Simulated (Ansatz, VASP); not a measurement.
**CaSe: VASP beside Ansatz**

POSCAR

```
CaSe
1.0
    0.0000000000      2.9672271800      2.9672271800
    2.9672271800      0.0000000000      2.9672271800
    2.9672271800      2.9672271800      0.0000000000
Ca Se
1 1
Direct
    0.0000000000      0.0000000000      0.0000000000
    0.5000000000      0.5000000000      0.5000000000
```

File INCAR.step1:

```
PREC = Accurate ; ENCUT = 520
ISMEAR = -1 ; SIGMA = 0.02
LREAL = F ; LASPH = T
NELM = 100 ; GGA = PE
ALGO = Normal ; EDIFF = 1E-4
LWAVE = T ; LCHARG = F
```

Contents of INCAR.step2:

```
PREC = Accurate ; ENCUT = 520
EDIFF = 1E-7 ; ISMEAR = -1
SIGMA = 0.02 ; LREAL = F
LASPH = T ; NELM = 100
ALGO = Normal ; ISIF = 2
LWAVE = F ; LCHARG = F
METAGGA = R2SCAN ; LMIXTAU = T
IBRION = 2 ; NSW = 50
EDIFFG = -0.01 ; ISTART = 1
```

The input KPOINTS:

```
regular mesh
0
Gamma
  8 8 8
```

Input for Ansatz:

```yaml
crystal:
  lattice:
    - [0.0, 2.96722718, 2.96722718]
    - [2.96722718, 0.0, 2.96722718]
    - [2.96722718, 2.96722718, 0.0]
  atoms:
    - { symbol: Ca, position: [0.0, 0.0, 0.0] }
    - { symbol: Se, position: [0.5, 0.5, 0.5] }
  symmetry: { tolerance: 0.0003 }
hamiltonian:
  xc: r2scan
  pseudopotentials: { kind: paw, azcp: { folder: soft_1 } }
basis:
  ecutwfc: 500
magnetization:
  spin_polarized: false
scf:
  occupations: { method: fermi_dirac, width: 0.02 }
kpoints:
  mp_grid: { grid: [8, 8, 8], shift: [0, 0, 0] }
  band_path:
    path:
      - [0.0, 0.0, 0.0]
      - [0.5, 0.0, 0.5]
      - [0.625, 0.25, 0.625]
      - [0.375, 0.375, 0.75]
      - [0.0, 0.0, 0.0]
      - [0.5, 0.5, 0.5]
      - [0.5, 0.25, 0.75]
      - [0.5, 0.0, 0.5]
    npoints: 10
output:
  forces: true
  stress: true
  eigenvalues: true
  write_potential: true
  elf: true
  volumetric_format: npy
  dos: { e_range: [-12, 8], de: 0.05 }
relax:
  max_steps: 30
```

Alike in both runs: task relaxation of the atoms; functional r2SCAN; k mesh 8 × 8 × 8; occupations fermi-dirac, width 0.02 eV; no spin polarisation.

|  | VASP | Ansatz |
| --- | --- | --- |
| version | VASP 6.6.1 | Ansatz 0.2.0 |
| potentials or method | VASP PAW PBE potentials, release 64 (Ca_sv, Se), cutoff 520 eV | PAW plane waves |
| valence electrons in the cell | 16 | 26 |

|  | VASP | Ansatz | Ansatz less VASP |
| --- | --- | --- | --- |
| gap on the k mesh at the Fermi level, each at its own relaxed structure (eV) | 2.52 | 2.52 | 0.000 |

VASP's potentials were made for PBE, not for r2SCAN. VASP's potentials hold 16 valence electrons a cell and Ansatz's 26, so a difference there can come from the potentials and not from the codes. Ansatz's warnings: stress scf threshold loose.

Noted on VASP's run: the relaxation stopped at its first step, so nothing moved.
